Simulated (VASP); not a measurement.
# LuSc4Se3 (Pm-3m) in VASP: further runs

LuSc4Se3 is run at these levels: PBE; tasks: single point.

All numbers are computed with VASP 6.6.1; they aren't measurements. Logs are shortened: lines on timing, memory, paths and dates and some standing lists are left out, and cuts for length are marked.

**1. The cell of the first run**

Symmetry: Pm-3m, No. 221, cubic system. Conventional cell: a = 4.860 Å, b = 4.860 Å, c = 4.860 Å, α = 90.00°, β = 90.00°, γ = 90.00°. Lu (site symmetry m-3m) has 6 Sc at 2.43 Å within 3.2 Å. Within 3.2 Å of Sc (site symmetry 4/mmm) lie 2 Lu at 2.43 Å and 4 Se at 2.43 Å. Within 3.2 Å of Sc (site symmetry m-3m) lie 6 Se at 2.43 Å. Se (site symmetry 4/mmm) has 6 Sc at 2.43 Å within 3.2 Å.

**2. Single point, PBE**

Input file INCAR:

```
SYSTEM = LuSc4Se3
PREC = Accurate
ENCUT = 520
EDIFF = 1E-6
ISMEAR = 0
SIGMA = 0.1
LREAL = .False.
LASPH = .True.
NELM = 100
ALGO = Normal
ISIF = 2
LWAVE = .False.
LCHARG = .False.
GGA = PE
NBANDS = 54
```

Input file KPOINTS:

```
regular mesh
0
Gamma
  4 4 4
  0 0 0
```

Input file POSCAR:

```
LuSc4Se3
1.0
    4.8595379200      0.0000000000      0.0000000000
    0.0000000000      4.8595379200      0.0000000000
    0.0000000000      0.0000000000      4.8595379200
Lu Sc Se
1 4 3
Direct
    0.0000000000      0.0000000000      0.0000000000
    0.5000000000      0.0000000000      0.0000000000
    0.0000000000      0.5000000000      0.0000000000
    0.0000000000      0.0000000000      0.5000000000
    0.5000000000      0.5000000000      0.5000000000
    0.0000000000      0.5000000000      0.5000000000
    0.5000000000      0.0000000000      0.5000000000
    0.5000000000      0.5000000000      0.0000000000
```

Potentials or basis: VASP PAW PBE potentials, release 64 (Lu, Sc_sv, Se).

Command:

```console
$ cat potpaw_PBE.64/Lu/POTCAR potpaw_PBE.64/Sc_sv/POTCAR potpaw_PBE.64/Se/POTCAR > POTCAR
$ mpirun -np 1 vasp_std > vasp.out
```

OUTCAR:

```text
SYSTEM = LuSc4Se3
   PREC = Accurate
   ENCUT = 520
   EDIFF = 1E-6
   ISMEAR = 0
   LREAL = .False.
   LASPH = .True.
   NELM = 100
   ISIF = 2
   GGA = PE

 ion  position               nearest neighbor table
   1  0.000  0.000  0.000-   2 2.43   3 2.43   4 2.43   4 2.43   3 2.43   2 2.43
   2  0.500  0.000  0.000-   1 2.43   7 2.43   8 2.43   7 2.43   8 2.43   1 2.43
   3  0.000  0.500  0.000-   1 2.43   6 2.43   8 2.43   6 2.43   1 2.43   8 2.43
   4  0.000  0.000  0.500-   1 2.43   6 2.43   7 2.43   1 2.43   6 2.43   7 2.43
   5  0.500  0.500  0.500-   6 2.43   7 2.43   8 2.43   8 2.43   7 2.43   6 2.43
   6  0.000  0.500  0.500-   3 2.43   4 2.43   5 2.43   3 2.43   4 2.43   5 2.43
   7  0.500  0.000  0.500-   2 2.43   4 2.43   5 2.43   2 2.43   5 2.43   4 2.43
   8  0.500  0.500  0.000-   2 2.43   3 2.43   5 2.43   5 2.43   2 2.43   3 2.43

  LATTYP: Found a simple cubic cell.
 ALAT       =     4.8595379200

  Lattice vectors:

 A1 = (   4.8595379200,   0.0000000000,   0.0000000000)
 A2 = (   0.0000000000,   4.8595379200,   0.0000000000)
 A3 = (   0.0000000000,   0.0000000000,   4.8595379200)

Analysis of symmetry for initial positions (statically):
=====================================================================
 Subroutine PRICEL returns:
 Original cell was already a primitive cell.

 Routine SETGRP: Setting up the symmetry group for a
 simple cubic supercell.

 Subroutine GETGRP returns: Found 48 space group operations
 (whereof 48 operations were pure point group operations)
 out of a pool of 48 trial point group operations.

The static configuration has the point symmetry O_h .

Analysis of symmetry for dynamics (positions and initial velocities):
=====================================================================
 Subroutine PRICEL returns:
 Original cell was already a primitive cell.

 Routine SETGRP: Setting up the symmetry group for a
 simple cubic supercell.

 Subroutine GETGRP returns: Found 48 space group operations
 (whereof 48 operations were pure point group operations)
 out of a pool of 48 trial point group operations.

The dynamic configuration has the point symmetry O_h .

 Subroutine INISYM returns: Found 48 space group operations
 (whereof 48 operations are pure point group operations),
 and found     1 'primitive' translations

----------------------------------------------------------------------------------------

                                     Primitive cell

  volume of cell :     114.7585

  direct lattice vectors                    reciprocal lattice vectors
     4.859537920  0.000000000  0.000000000     0.205780882  0.000000000  0.000000000
     0.000000000  4.859537920  0.000000000     0.000000000  0.205780882  0.000000000
     0.000000000  0.000000000  4.859537920     0.000000000  0.000000000  0.205780882

  length of vectors
     4.859537920  4.859537920  4.859537920     0.205780882  0.205780882  0.205780882

  position of ions in fractional coordinates (direct lattice)
     0.000000000  0.000000000  0.000000000
     0.500000000  0.000000000  0.000000000
     0.000000000  0.500000000  0.000000000
     0.000000000  0.000000000  0.500000000
     0.500000000  0.500000000  0.500000000
     0.000000000  0.500000000  0.500000000
     0.500000000  0.000000000  0.500000000
     0.500000000  0.500000000  0.000000000

  ion indices of the primitive-cell ions
   primitive index   ion index
                 1           1
                 2           2
                 3           3
                 4           4
                 5           5
                 6           6
                 7           7
                 8           8

----------------------------------------------------------------------------------------

 KPOINTS: regular mesh

Automatic generation of k-mesh.
 Grid dimensions read from file:
 generate k-points for:    4    4    4

 Generating k-lattice:

  Cartesian coordinates                     Fractional coordinates (reciprocal lattice)
     0.051445221  0.000000000  0.000000000     0.250000000  0.000000000  0.000000000
     0.000000000  0.051445221  0.000000000     0.000000000  0.250000000  0.000000000
     0.000000000  0.000000000  0.051445221     0.000000000  0.000000000  0.250000000

  Length of vectors
     0.051445221  0.051445221  0.051445221

  Shift w.r.t. Gamma in fractional coordinates (k-lattice)
     0.000000000  0.000000000  0.000000000

 Subroutine IBZKPT returns following result:
 ===========================================

 Found     10 irreducible k-points:

 Following reciprocal coordinates:
            Coordinates               Weight
  0.000000  0.000000  0.000000      1.000000
  0.250000  0.000000  0.000000      6.000000
  0.500000  0.000000  0.000000      3.000000
  0.250000  0.250000  0.000000     12.000000
  0.500000  0.250000  0.000000     12.000000
  0.500000  0.500000  0.000000      3.000000
  0.250000  0.250000  0.250000      8.000000
  0.500000  0.250000  0.250000     12.000000
  0.500000  0.500000  0.250000      6.000000
  0.500000  0.500000  0.500000      1.000000
   k-points           NKPTS =     10   k-points in BZ     NKDIM =     10   number of bands    NBANDS=     54
   number of dos      NEDOS =    301   number of ions     NIONS =      8
   total plane-waves  NPLWV =  46656
   dimension x,y,z NGX =    36 NGY =   36 NGZ =   36
   dimension x,y,z NGXF=    72 NGYF=   72 NGZF=   72
   ions per type =               1   4   3
   NGX,Y,Z   is equivalent  to a cutoff of  12.32, 12.32, 12.32 a.u.
   NGXF,Y,Z  is equivalent  to a cutoff of  24.63, 24.63, 24.63 a.u.
 SYSTEM =  LuSc4Se3
   PREC   = accura    normal or accurate (medium, high low for compatibility)
   ISTART =      0    job   : 0-new  1-cont  2-samecut
   ICHARG =      2    charge: 1-file 2-atom 10-const
   ISPIN  =      1    spin polarized calculation?
   LNONCOLLINEAR =      F non collinear calculations
   LSORBIT =      F    spin-orbit coupling
   LASPH  =      T    aspherical Exc in radial PAW
   ENCUT  =  520.0 eV  38.22 Ry    6.18 a.u.   9.04  9.04  9.04*2*pi/ulx,y,z
   NELM   =    100;   NELMIN=  2; NELMDL= -5     # of ELM steps
   EDIFF  = 0.1E-05   stopping-criterion for ELM
   LREAL  =      F    real-space projection
   EDIFFG = 0.1E-04   stopping-criterion for IOM
   NSW    =      0    number of steps for IOM
   IBRION =     -1    ionic relax: 0-MD 1-quasi-New 2-CG
   NFREE  =      0    steps in history (QN), initial steepest desc. (CG)
   ISIF   =      2    stress and relaxation
   ISYM   =      2    0-nonsym 1-usesym 2-fastsym
   POTIM  = 0.5000    time-step for ionic-motion
   TEBEG  =    0.0;   TEEND  =   0.0 temperature during run
   PSTRESS=    0.0 pullay stress
   NELECT =      87.0000    total number of electrons
   NUPDOWN=      -1.0000    fix difference up-down
   EMIN   =  10.00;   EMAX   =-10.00  energy-range for DOS
   EFERMI =   0.00;   METHOD = LEGACY
   ISMEAR =     0;   SIGMA  =   0.10  broadening in eV -4-tet -1-fermi 0-gaus
   EFERMI_NEDOS =   21; number of points for ismear=-14 and -15
   IALGO  =     38    algorithm
   IMIX   =      4    mixing-type and parameters
     AMIX     =   0.40;   BMIX     =  1.00
     AMIX_MAG =   1.60;   BMIX_MAG =  1.00
  volume/ion in A,a.u.               =      14.34        96.80
  Fermi-wavevector in a.u.,A,eV,Ry     =   1.492747  2.820883 30.317784  2.228294
  Thomas-Fermi vector in A             =   2.605236
   LORBIT       =      0    0 simple, 1 ext, 2 COOP (PROOUT), +10 PAW based schemes
   GGA     = PE    functional components
   LHFCALC =     F    Hartree Fock is set to
   AEXX    =    0.0000 exact exchange contribution
   IVDW    =     0    specifies the selected vdW correction
   LEPSILON=     F    determine dielectric tensor
   LRPA    =     F    only Hartree local field effects (RPA)
 non-spin polarized calculation
 Gauss-broadening in eV      SIGMA  =   0.10
  energy-cutoff  :      520.00
  volume of cell :      114.76
 maximum number of plane-waves:      3136
   NGX = 19   NGY = 19   NGZ = 19

 number of electron      87.0000039 magnetization

 Free energy of the ion-electron system (eV)
  ---------------------------------------------------
  ext. energy  EPLUGINS =         0.00000000
  ---------------------------------------------------
  free energy    TOTEN  =       -35.96880622 eV

  energy without entropy =      -35.91709600  energy(sigma->0) =      -35.94295111

 E-fermi :   9.1238     XC(G=0): -12.4586

 val. band max:        9.1229993639   @ k =   0.2500   0.2500   0.2500
 cond. band min:       9.1511837030   @ k =   0.2500   0.2500   0.0000
 fundamental gap:      0.0281843391
 Fermi energy:         9.1238115724

 k-point     1 :       0.0000    0.0000    0.0000
  band No.  band energies     occupation
      1     -47.0537      2.00000
      2     -40.5104      2.00000
      3     -39.6855      2.00000
      4     -39.6771      2.00000
      5     -39.6771      2.00000
      6     -19.9431      2.00000
[... 46 lines left out ...]
     53      12.3186      0.00000
     54      12.3211      0.00000

 k-point     2 :       0.2500    0.0000    0.0000
  band No.  band energies     occupation
      1     -47.0511      2.00000
      2     -40.5102      2.00000
      3     -39.6905      2.00000
      4     -39.6821      2.00000
      5     -39.6771      2.00000
      6     -19.9236      2.00000
[... 46 lines left out ...]
     53      11.7374      0.00000
     54      12.3103      0.00000

 k-point     3 :       0.5000    0.0000    0.0000
  band No.  band energies     occupation
      1     -47.0486      2.00000
      2     -40.5099      2.00000
      3     -39.6990      2.00000
      4     -39.6836      2.00000
      5     -39.6772      2.00000
      6     -19.9033      2.00000
[... 46 lines left out ...]
     53      11.6241      0.00000
     54      11.6243      0.00000

 k-point     4 :       0.2500    0.2500    0.0000
  band No.  band energies     occupation
      1     -47.0486      2.00000
      2     -40.5100      2.00000
      3     -39.6919      2.00000
      4     -39.6883      2.00000
      5     -39.6795      2.00000
      6     -19.9053      2.00000
[... 46 lines left out ...]
     53      11.8889      0.00000
     54      11.9365      0.00000

 k-point     5 :       0.5000    0.2500    0.0000
  band No.  band energies     occupation
      1     -47.0460      2.00000
      2     -40.5098      2.00000
      3     -39.6992      2.00000
      4     -39.6905      2.00000
      5     -39.6799      2.00000
      6     -19.8862      2.00000
[... 46 lines left out ...]
     53      11.8205      0.00000
     54      11.9169      0.00000

 k-point     6 :       0.5000    0.5000    0.0000
  band No.  band energies     occupation
      1     -47.0435      2.00000
      2     -40.5096      2.00000
      3     -39.6995      2.00000
      4     -39.6995      2.00000
      5     -39.6805      2.00000
      6     -19.8685      2.00000
[... 46 lines left out ...]
     53      11.4890      0.00000
     54      11.6273      0.00000

 k-point     7 :       0.2500    0.2500    0.2500
  band No.  band energies     occupation
      1     -47.0460      2.00000
      2     -40.5098      2.00000
      3     -39.6928      2.00000
      4     -39.6883      2.00000
      5     -39.6883      2.00000
      6     -19.5269      2.00000
[... 46 lines left out ...]
     53      11.8875      0.00000
     54      11.9877      0.00000

 k-point     8 :       0.5000    0.2500    0.2500
  band No.  band energies     occupation
      1     -47.0435      2.00000
      2     -40.5097      2.00000
      3     -39.6993      2.00000
      4     -39.6916      2.00000
      5     -39.6884      2.00000
      6     -19.5203      2.00000
[... 46 lines left out ...]
     53      11.9438      0.00000
     54      12.0285      0.00000

 k-point     9 :       0.5000    0.5000    0.2500
  band No.  band energies     occupation
      1     -47.0409      2.00000
      2     -40.5097      2.00000
      3     -39.6995      2.00000
      4     -39.6995      2.00000
      5     -39.6900      2.00000
      6     -19.4948      2.00000
[... 46 lines left out ...]
     53      11.4931      0.00000
     54      12.0000      0.00000

 k-point    10 :       0.5000    0.5000    0.5000
  band No.  band energies     occupation
      1     -47.0384      2.00000
      2     -40.5097      2.00000
      3     -39.6995      2.00000
      4     -39.6995      2.00000
      5     -39.6995      2.00000
      6     -19.5160      2.00000
[... 46 lines left out ...]
     53      11.7241      0.00000
     54      11.7245      0.00000

------------------------ aborting loop because EDIFF is reached ----------------------------------------

  FORCE on cell =-STRESS in cart. coord.  units (eV):
  Direction    XX          YY          ZZ          XY          YZ          ZX
  --------------------------------------------------------------------------------------
  -------------------------------------------------------------------------------------
  Total       50.6732130     50.6732130     50.6732130      0.0000000      0.0000000      0.0000000
  in kB      707.4635975    707.4635975    707.4635975      0.0000000      0.0000000      0.0000000
  external PRESSURE =     707.4635975 kB  Pullay stress =       0.0000000 kB

 VOLUME and BASIS-vectors are now :
 -----------------------------------------------------------------------------
  energy-cutoff  :      520.00
  volume of cell :      114.76
      direct lattice vectors                 reciprocal lattice vectors
     4.859537920  0.000000000  0.000000000     0.205780882  0.000000000  0.000000000
     0.000000000  4.859537920  0.000000000     0.000000000  0.205780882  0.000000000
     0.000000000  0.000000000  4.859537920     0.000000000  0.000000000  0.205780882

 POSITION                                       TOTAL-FORCE (eV/Angst)
 -----------------------------------------------------------------------------------
      0.00000      0.00000      0.00000         0.000000      0.000000      0.000000
      2.42977      0.00000      0.00000         0.000000      0.000000      0.000000
      0.00000      2.42977      0.00000         0.000000      0.000000      0.000000
      0.00000      0.00000      2.42977         0.000000      0.000000      0.000000
      2.42977      2.42977      2.42977         0.000000      0.000000      0.000000
      0.00000      2.42977      2.42977         0.000000      0.000000      0.000000
      2.42977      0.00000      2.42977         0.000000      0.000000      0.000000
      2.42977      2.42977      0.00000         0.000000      0.000000      0.000000
 -----------------------------------------------------------------------------------
    total drift:                                0.000000      0.000000     -0.000000

  FREE ENERGIE OF THE ION-ELECTRON SYSTEM (eV)
  ---------------------------------------------------
  free  energy   TOTEN  =       -35.9688062176 eV

  energy  without entropy=      -35.9170959986  energy(sigma->0) =      -35.94295111
```

It took 89 s on 1 thread of Intel Xeon Platinum 8488C (Sapphire Rapids), shared host; peak memory 0.24 GiB.

What came out:

```yaml
Free_energy: -35.9688 eV
Pressure: 70.7 GPa
```

Levels at points of the mesh, in eV from the Fermi level:
| k point | band 40 | band 41 | band 42 | band 43 | band 44 | band 45 | band 46 | band 47 |
| --- | --- | --- | --- | --- | --- | --- | --- | --- |
| (0.00, 0.00, 0.00) | -2.75 | -2.75 | -2.75 | -2.71 | -1.25 | -1.25 | -1.04 | -1.04 |
| (0.50, 0.00, 0.00) | -3.32 | -2.11 | -1.97 | -1.12 | 0.18 | 0.18 | 0.37 | 0.37 |
| (0.50, 0.50, 0.00) | -1.57 | -1.05 | 0.26 | 0.26 | 1.21 | 1.21 | 1.28 | 1.35 |
| (0.50, 0.50, 0.50) | -1.38 | 0.72 | 0.72 | 0.72 | 0.85 | 0.85 | 0.85 | 2.33 |

Caveat: spin-orbit coupling is left out, which moves the levels of the heavy elements.

**3. Single point, PBE**

This run uses another cell than the first one, of 22.38 Å³/atom, 1.560 times its volume.

Input file INCAR:

```
  PREC = Accurate
  ENCUT = 520
  EDIFF = 1E-6
  ISMEAR = 0
  SIGMA = 0.1
  LREAL = False
  LASPH = True
  NELM = 60
  ALGO = Normal
  ISIF = 2
  LWAVE = False
  LCHARG = False
  GGA = PE
  NBANDS = 54
```

Input file KPOINTS:

```
regular mesh
0
Gamma
  4 4 4
```

Changes to POSCAR since step 2:

```diff
@@ -2,5 +2,5 @@
 1.0
-    4.8595379200      0.0000000000      0.0000000000
-    0.0000000000      4.8595379200      0.0000000000
-    0.0000000000      0.0000000000      4.8595379200
+    5.6364234420      0.0000000000      0.0000000000
+    0.0000000000      5.6364234420      0.0000000000
+    0.0000000000      0.0000000000      5.6364234420
 Lu Sc Se
```

Potentials or basis: VASP PAW PBE potentials, release 64 (Lu, Sc_sv, Se).

Command:

```console
$ cat potpaw_PBE.64/Lu/POTCAR potpaw_PBE.64/Sc_sv/POTCAR potpaw_PBE.64/Se/POTCAR > POTCAR
$ mpirun -np 1 vasp_std > vasp.out
```

Run time: 2.3 min. Hardware: 1 thread of Intel Xeon Platinum 8488C (Sapphire Rapids), shared host; peak memory 0.3 GiB.

Results (log left out):

| Item | Value |
| --- | --- |
| Free energy | -45.7140 eV |
| Pressure | 0.3 GPa |

Levels at points of the mesh, in eV from the Fermi level:
| k point | band 41 | band 42 | band 43 | band 44 | band 45 | band 46 |
| --- | --- | --- | --- | --- | --- | --- |
| (0.00, 0.00, 0.00) | -1.90 | -1.90 | -1.90 | -0.66 | -0.66 | -0.24 |
| (0.50, 0.00, 0.00) | -1.48 | -0.86 | -0.52 | 0.25 | 0.25 | 0.44 |
| (0.50, 0.50, 0.00) | -0.54 | 0.35 | 0.35 | 0.42 | 0.52 | 0.52 |
| (0.50, 0.50, 0.50) | 0.29 | 0.29 | 0.29 | 0.70 | 0.70 | 0.70 |

Caveat: spin-orbit coupling is left out, which moves the levels of the heavy elements.
